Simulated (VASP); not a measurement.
Crystal: TiAg2S3.

```
CELL_PARAMETERS angstrom
4.06133 0.00000 0.00000
-2.03067 3.51722 0.00000
0.00000 0.00000 9.86998
ATOMIC_POSITIONS crystal
Ti 0.33333 0.66667 0.66411
Ag 0.00000 0.00000 0.99686
Ag 0.66667 0.33333 0.33764
S 0.00000 0.00000 0.25037
S 0.66667 0.33333 0.59209
S 0.33333 0.66667 0.90893
```

* Program: VASP 6.6.1
* Task: relaxation of cell and atoms
* Functional: PBEsol
* Potentials or basis: VASP PAW PBE potentials, release 64 (Ti_sv, Ag, S)
* Cutoff: 600 eV
* k mesh: 6 × 6 × 2
* Occupations: fermi-dirac, width 0.03 eV
* Spin: no spin polarisation

At the start: pressure -6.5 GPa; volume 23.50 Å³/atom.

Problem. Where does the relaxation end?

Solution. Over 31 steps the energy falls by 96.3 meV/atom and the volume is 21.52 Å³/atom (-8.4 %); space group P3m1 (No. 156, to 0.1 Å) before and after.

Step by step:
```csv
step,energy change (eV),largest force (eV/Å),pressure (GPa),volume (Å³)
1,0.0000,2.1076,-6.48,140.99
2,-0.3414,1.9235,5.33,122.43
3,-0.4873,0.7225,0.24,128.22
4,-0.4875,0.7260,0.42,127.97
5,-0.5252,0.3980,0.49,128.23
6,-0.5388,0.2067,0.69,128.53
7,-0.5511,0.1415,-0.52,130.62
8,-0.5513,0.1440,-0.67,130.89
9,-0.5598,0.2212,-0.24,130.34
10,-0.5600,0.2623,-0.16,130.23
11,-0.5667,0.2161,0.09,129.51
12,-0.5675,0.2172,0.23,129.12
13,-0.5725,0.1190,0.14,129.20
14,-0.5759,0.0846,-0.09,129.36
15,-0.5760,0.0563,-0.05,129.33
16,-0.5764,0.0891,0.02,129.18
17,-0.5765,0.1064,0.05,129.12
18,-0.5768,0.0699,0.03,129.10
19,-0.5770,0.0473,-0.02,129.05
20,-0.5771,0.0434,0.00,129.02
21,-0.5774,0.0359,0.06,128.91
22,-0.5772,0.0449,0.18,128.69
23,-0.5774,0.0318,0.10,128.85
24,-0.5775,0.0222,0.03,129.00
25,-0.5775,0.0226,0.00,129.05
26,-0.5776,0.0159,-0.03,129.10
27,-0.5776,0.0301,-0.06,129.16
28,-0.5776,0.0266,-0.05,129.15
29,-0.5776,0.0156,-0.01,129.13
30,-0.5776,0.0141,-0.01,129.12
31,-0.5777,0.0096,0.00,129.12
```

Final structure:
```
CELL_PARAMETERS angstrom
4.03597 0.00000 0.00000
-2.01798 3.49525 0.00000
0.00000 0.00000 9.15293
ATOMIC_POSITIONS crystal
Ti 0.33333 0.66667 0.66511
Ag 0.00000 0.00000 0.99358
Ag 0.66667 0.33333 0.31609
S 0.00000 0.00000 0.26016
S 0.66667 0.33333 0.61254
S 0.33333 0.66667 0.90252
```

Caveat: the PAW data sets were made with another functional, which shifts forces and pressure a little.
